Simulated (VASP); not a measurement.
# Tl (P6_3/mmc) in VASP: single point with r2SCAN

Aim: the single point of Tl with r2SCAN.

Program: VASP 6.6.1. These are calculated values, not measurements. Logs are shortened: lines on timing, memory, paths and dates and some standing lists are left out, and cuts for length are marked.

## Step 1: The cell of the first run

It takes space group P6_3/mmc (No. 194, hexagonal). Conventional cell: a = 3.498 Å, b = 3.498 Å, c = 11.298 Å, α = 90.00°, β = 90.00°, γ = 120.00°. Within 4.6 Å of Tl (site symmetry -3m) lie 12 Tl at 3.47 to 3.50 Å. Tl (site symmetry -6m2) has 12 Tl at 3.47 to 3.50 Å within 4.6 Å.

## Step 2: Single point, r2SCAN

Input file POSCAR:

```
Tl
1.0
    3.4975468070      0.0000000000      0.0000000000
   -1.7487734035      3.0289643858      0.0000000000
    0.0000000000      0.0000000000     11.2981890722
Tl
4
Direct
    1.0000000000      0.0000000000      0.0000000000
    1.0000000000      0.0000000000      0.5000000000
    0.3333333333      0.6666666667      0.2500000000
    0.6666666667      0.3333333333      0.7500000000
```

Input file INCAR.step1:

```
ALGO = Normal
EDIFF = 1E-4
ENCUT = 520
GGA = PE
ISMEAR = -1
LASPH = True
LCHARG = False
LREAL = False
LWAVE = True
NBANDS = 34
NELM = 60
PREC = Accurate
SIGMA = 0.1
```

Input file INCAR.step2:

```
ALGO = Normal
EDIFF = 1E-7
ENCUT = 520
ISIF = 2
ISMEAR = -1
ISTART = 1
LASPH = True
LCHARG = True
LELF = True
LMIXTAU = True
LREAL = False
LVHAR = True
LWAVE = False
METAGGA = R2SCAN
NBANDS = 34
NELM = 60
PREC = Accurate
SIGMA = 0.1
```

Input file KPOINTS:

```
k-points
0
Gamma
  14 14 4
```

Potentials or basis: VASP PAW PBE potentials, release 64 (Tl_d).

Run with:

```console
> cat potpaw_PBE.64/Tl_d/POTCAR > POTCAR
> cp INCAR.step1 INCAR
> mpirun -np 1 vasp_std > vasp.out
> cp INCAR.step2 INCAR
> mpirun -np 1 vasp_std > vasp.out
```

OUTCAR:

```text
EDIFF = 1E-7
   ENCUT = 520
   ISIF = 2
   ISMEAR = -1
   ISTART = 1
   LASPH = True
   LREAL = False
   METAGGA = R2SCAN
   NELM = 60
   PREC = Accurate

 ion  position               nearest neighbor table
   1  0.000  0.000  0.000-   3 3.47   4 3.47   4 3.47   3 3.47   4 3.47   3 3.47
   2  0.000  0.000  0.500-   3 3.47   4 3.47   4 3.47   3 3.47   4 3.47   3 3.47
   3  0.333  0.667  0.250-   1 3.47   2 3.47   1 3.47   2 3.47   1 3.47   2 3.47
   4  0.667  0.333  0.750-   1 3.47   2 3.47   1 3.47   2 3.47   1 3.47   2 3.47

  LATTYP: Found a hexagonal cell.
 ALAT       =     3.4975468070
 C/A-ratio  =     3.2303181903

  Lattice vectors:

 A1 = (   3.4975468070,   0.0000000000,   0.0000000000)
 A2 = (  -1.7487734035,   3.0289643858,   0.0000000000)
 A3 = (   0.0000000000,   0.0000000000,  11.2981890722)

Analysis of symmetry for initial positions (statically):
=====================================================================
 Subroutine PRICEL returns:
 Original cell was already a primitive cell.

 Routine SETGRP: Setting up the symmetry group for a
 hexagonal supercell.

 Subroutine GETGRP returns: Found 24 space group operations
 (whereof 12 operations were pure point group operations)
 out of a pool of 24 trial point group operations.

The static configuration has the point symmetry D_3d.
 The point group associated with its full space group is D_6h.

Analysis of symmetry for dynamics (positions and initial velocities):
=====================================================================
 Subroutine PRICEL returns:
 Original cell was already a primitive cell.

 Routine SETGRP: Setting up the symmetry group for a
 hexagonal supercell.

 Subroutine GETGRP returns: Found 24 space group operations
 (whereof 12 operations were pure point group operations)
 out of a pool of 24 trial point group operations.

The dynamic configuration has the point symmetry D_3d.
 The point group associated with its full space group is D_6h.

 Subroutine INISYM returns: Found 24 space group operations
 (whereof 12 operations are pure point group operations),
 and found     1 'primitive' translations

----------------------------------------------------------------------------------------

                                     Primitive cell

  volume of cell :     119.6924

  direct lattice vectors                    reciprocal lattice vectors
     3.497546807  0.000000000  0.000000000     0.285914687  0.165072921  0.000000000
[... 90 lines left out ...]
   EDIFF  = 0.1E-06   stopping-criterion for ELM
   LREAL  =      F    real-space projection
   EDIFFG = 0.1E-05   stopping-criterion for IOM
   NSW    =      0    number of steps for IOM
   IBRION =     -1    ionic relax: 0-MD 1-quasi-New 2-CG
   NFREE  =      0    steps in history (QN), initial steepest desc. (CG)
   ISIF   =      2    stress and relaxation
   ISYM   =      2    0-nonsym 1-usesym 2-fastsym
   POTIM  = 0.5000    time-step for ionic-motion
   TEBEG  =    0.0;   TEEND  =   0.0 temperature during run
   PSTRESS=    0.0 pullay stress
   NELECT =      52.0000    total number of electrons
   NUPDOWN=      -1.0000    fix difference up-down
   EMIN   =  10.00;   EMAX   =-10.00  energy-range for DOS
   EFERMI =   0.00;   METHOD = LEGACY
   ISMEAR =    -1;   SIGMA  =   0.10  broadening in eV -4-tet -1-fermi 0-gaus
   EFERMI_NEDOS =   21; number of points for ismear=-14 and -15
   IALGO  =     38    algorithm
   IMIX   =      4    mixing-type and parameters
     AMIX     =   0.40;   BMIX     =  1.00
     AMIX_MAG =   1.60;   BMIX_MAG =  1.00
  volume/ion in A,a.u.               =      29.92       201.93
  Fermi-wavevector in a.u.,A,eV,Ry     =   1.239901  2.343074 20.916986  1.537355
  Thomas-Fermi vector in A             =   2.374365
   LORBIT       =      0    0 simple, 1 ext, 2 COOP (PROOUT), +10 PAW based schemes
   METAGGA = R2SCAN    functional components
   LHFCALC =     F    Hartree Fock is set to
   AEXX    =    0.0000 exact exchange contribution
   IVDW    =     0    specifies the selected vdW correction
   LEPSILON=     F    determine dielectric tensor
   LRPA    =     F    only Hartree local field effects (RPA)
 non-spin polarized calculation
  energy-cutoff  :      520.00
  volume of cell :      119.69
 maximum number of plane-waves:      3283
 NGX is ok and might be reduce to    28
   NGX = 13   NGY = 13   NGZ = 43

 number of electron      52.0000011 magnetization

 Free energy of the ion-electron system (eV)
  ---------------------------------------------------
  ext. energy  EPLUGINS =         0.00000000
  ---------------------------------------------------
  free energy    TOTEN  =      -212.67653337 eV

  energy without entropy =     -212.60274438  energy(sigma->0) =     -212.63963888

 E-fermi :   6.0820     XC(G=0): -10.5726

 val. band max:        6.0639111228   @ k =   0.3571   0.1429   0.5000
 cond. band min:       6.1263381681   @ k =   0.1429   0.0714   0.5000
 fundamental gap:      0.0624270454
 Fermi energy:         6.0819818416

 k-point     1 :       0.0000    0.0000    0.0000
  band No.  band energies     occupation
      1      -6.2112      2.00000
      2      -6.1095      2.00000
      3      -6.0920      2.00000
      4      -6.0516      2.00000
      5      -6.0516      2.00000
      6      -6.0313      2.00000
[... 877 lines left out ...]
     33       9.1513      0.00000
     34      10.4048      0.00000

 [... further k-points ...]

------------------------ aborting loop because EDIFF is reached ----------------------------------------

  FORCE on cell =-STRESS in cart. coord.  units (eV):
  Direction    XX          YY          ZZ          XY          YZ          ZX
  --------------------------------------------------------------------------------------
  -------------------------------------------------------------------------------------
  Total       -0.0447176     -0.0447176      0.1147787      0.0000000      0.0000000     -0.0000000
  in kB       -0.5985803     -0.5985803      1.5364042      0.0000000      0.0000000     -0.0000000
  external PRESSURE =       0.1130812 kB  Pullay stress =       0.0000000 kB

 VOLUME and BASIS-vectors are now :
 -----------------------------------------------------------------------------
  energy-cutoff  :      520.00
  volume of cell :      119.69
      direct lattice vectors                 reciprocal lattice vectors
     3.497546807  0.000000000  0.000000000     0.285914687  0.165072921  0.000000000
    -1.748773403  3.028964386  0.000000000     0.000000000  0.330145843  0.000000000
     0.000000000  0.000000000 11.298189072     0.000000000  0.000000000  0.088509760

 POSITION                                       TOTAL-FORCE (eV/Angst)
 -----------------------------------------------------------------------------------
      0.00000      0.00000      0.00000         0.000000      0.000000     -0.000000
      0.00000      0.00000      5.64909         0.000000      0.000000     -0.000000
     -0.00000      2.01931      2.82455         0.000000      0.000000      0.000000
      1.74877      1.00965      8.47364        -0.000000     -0.000000     -0.000000
 -----------------------------------------------------------------------------------
    total drift:                                0.000000     -0.000000      0.000000

  FREE ENERGIE OF THE ION-ELECTRON SYSTEM (eV)
  ---------------------------------------------------
  free  energy   TOTEN  =      -212.6765333719 eV

  energy  without entropy=     -212.6027443827  energy(sigma->0) =     -212.63963888
```

OSZICAR.step1:

```text
N       E                     dE             d eps       ncg     rms          rms(c)
DAV:   1     0.293873831584E+03    0.29387E+03   -0.27667E+04  4904   0.143E+03
DAV:   2    -0.177152444608E+01   -0.29565E+03   -0.28999E+03  5320   0.327E+02
DAV:   3    -0.888616221867E+01   -0.71146E+01   -0.70469E+01  5598   0.428E+01
DAV:   4    -0.894762558560E+01   -0.61463E-01   -0.61367E-01  5356   0.393E+00
DAV:   5    -0.894856206868E+01   -0.93648E-03   -0.93646E-03  5362   0.511E-01    0.383E+00
DAV:   6    -0.886710714878E+01    0.81455E-01   -0.15810E-01  5142   0.240E+00    0.272E+00
DAV:   7    -0.885485991934E+01    0.12247E-01   -0.89958E-02  5050   0.179E+00    0.769E-01
DAV:   8    -0.885289753366E+01    0.19624E-02   -0.11019E-02  5014   0.616E-01    0.474E-02
DAV:   9    -0.885291388118E+01   -0.16348E-04   -0.64185E-05  3254   0.528E-02
   1 F= -.88529139E+01 E0= -.88149118E+01  d E =-.760042E-01
```

Wall time 11 min (1 thread of Intel Xeon 6975P-C (Granite Rapids), shared host); peak memory 0.39 GiB.

Results:

| Quantity | Value |
| --- | --- |
| Free energy | -212.6765 eV |
| Pressure | 0.0 GPa |
| Band gap on the k mesh | zero (bands 26 and 27 overlap by 4.38 eV) |

Caveat: the PAW data sets were made with another functional, which shifts forces and pressure a little; spin-orbit coupling is left out, which moves the levels of the heavy elements.

The gap in the log of VASP goes by the Fermi energy; the results here count the filled bands.